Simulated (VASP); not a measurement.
Runs of VASP 6.6.1 on TiB2. The structure is that of space group P6/mmm (No. 191), or close to it. The cells are those of the table. 

| task | cell | cutoff (eV) | gap on the mesh (eV) | pressure (GPa) |
| --- | --- | --- | --- | --- |
| single point | a = 2.950, b = 2.950, c = 3.099 Å, angles 90.0, 90.0, 120.0°, 3 atoms | 520 | none | 28.6 |
| single point | a = 2.978, b = 2.978, c = 3.141 Å, angles 90.0, 90.0, 120.0°, 3 atoms | 520 | none | 17.8 |
| single point | a = 3.058, b = 3.058, c = 3.264 Å, angles 90.0, 90.0, 120.0°, 3 atoms | 520 | none | (a) |
| relaxation of shape and atoms at fixed volume | relaxed from a = 3.062, b = 3.062, c = 3.255 Å, angles 90.0, 90.0, 120.0°, 3 atoms | 600 | none | -6.8 |
| single point | a = 3.116, b = 3.116, c = 3.358 Å, angles 90.0, 90.0, 120.0°, 3 atoms | 520 | none | -19.6 |

Alike in all rows: level PBE; potentials or basis VASP PAW PBE potentials, release 64 (Ti_sv, B); no spin polarisation; k mesh 15 × 15 × 14; smearing gaussian 0.1 eV.

Problem. Fill in the values left out.

Solution. (a) -6.7.

A gap of «none» marks levels without a gap at the run's occupations.
